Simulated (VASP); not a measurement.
Here is a VASP 6.6.1 calculation.

The input INCAR:

```
PREC = Accurate
ENCUT = 520
EDIFF = 1E-7
ISMEAR = -1
SIGMA = 0.05
LREAL = F
LASPH = T
NELM = 60
ALGO = Normal
ISIF = 2
LWAVE = F
LCHARG = T
GGA = PE
LELF = T
LVHAR = T
NBANDS = 14
```

File KPOINTS:

```
Automatic mesh
0
Gamma
  9 9 9
```

File POSCAR:

```
AlCd
1.0
    1.8946941800      1.0939021900      3.1443819500
   -1.8946941800      1.0939021900      3.1443819500
    0.0000000000     -2.1878043900      3.1443819500
Al Cd
1 1
Direct
    0.5000000000      0.5000000000      0.5000000000
    0.0000000000      0.0000000000      0.0000000000
```

Potentials or basis: VASP PAW PBE potentials, release 64 (Al, Cd).

Run with:

```bash
$ cat potpaw_PBE.64/Al/POTCAR potpaw_PBE.64/Cd/POTCAR > POTCAR
$ mpirun -np 1 vasp_std > vasp.out
```

Question: What does it give for the pressure?

Answer: 11.1 GPa.

Question: Predict the band gap on the k mesh.

Answer: Zero (an odd number of electrons rules out a gap without spin polarisation).

Stress tensor (GPa, compression positive):
```
11.16  0.00  0.00
 0.00 11.16  0.00
 0.00  0.00 10.93
```

Caveat: the cell stands under pressure.
